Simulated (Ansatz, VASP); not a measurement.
## BN in VASP and in Ansatz

```
CELL_PARAMETERS angstrom
2.49824 0.00000 0.00000
-1.24912 2.16354 0.00000
0.00000 0.00000 6.63570
ATOMIC_POSITIONS crystal
B 0.33333 0.66667 0.25000
B 0.66667 0.33333 0.75000
N 0.33333 0.66667 0.75000
N 0.66667 0.33333 0.25000
```

Alike in both runs: task relaxation of cell and atoms; functional PBE; k mesh 7 × 7 × 3; no spin polarisation.

|  | VASP | Ansatz |
| --- | --- | --- |
| version | VASP 6.6.1 | Ansatz 0.2.0 |
| potentials or method | VASP PAW PBE potentials, release 64 (B_h, N_h) | plane waves, PAW |
| plane-wave cutoff (eV) | 910 | 420 |
| occupations | gaussian, width 0.01 eV | fixed |
| valence electrons in the cell | 16 | 16 |

```csv
,VASP,Ansatz,Ansatz less VASP
"gap on the k mesh at the Fermi level, each at its own relaxed structure (eV)",4.63,4.71,+0.083
relaxed volume (Å³/atom),9.68,11.18,+1.498
relaxed cell length with the largest relative difference (Å),7.092,8.181,+1.0898
```

One of these differences is far larger than is usual between the two programs; its cause wasn't traced.

Noted on VASP's run: the cutoff is short for stress, so the pressure is rough.
